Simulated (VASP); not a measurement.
Crystal: SiC (Moissanite 3C).

```
Si C
1.0
     0.00000    2.13452    2.13452
     2.13452    0.00000    2.13452
     2.13452    2.13452    0.00000
Si C
1 1
Cartesian
  0.0000 0.0000 0.0000
  3.2018 3.2018 3.2018
```

Base run:

- Program: VASP 6.6.1
- Functional: revPBE
- Dispersion: D3(BJ)
- Potentials or basis: VASP PAW PBE potentials, release 64 (Si, C)
- Cutoff: 600 eV
- k mesh: 10 × 10 × 10
- Occupations: fermi-dirac, width 0.05 eV
- Spin: no spin polarisation

Its results: band gap on the k mesh 1.30 eV, indirect (least direct gap 4.59 eV); pressure 10.4 GPa.

Q: The run is repeated on the same cell with these changes: functional from revPBE to PBE. What comes out?

A: Band gap on the k mesh 1.30 eV, indirect (least direct gap 4.60 eV); pressure 13.4 GPa.

Caveats: the PAW data sets were made with another functional, which shifts forces and pressure a little (some runs).

A k mesh can miss the band edges.
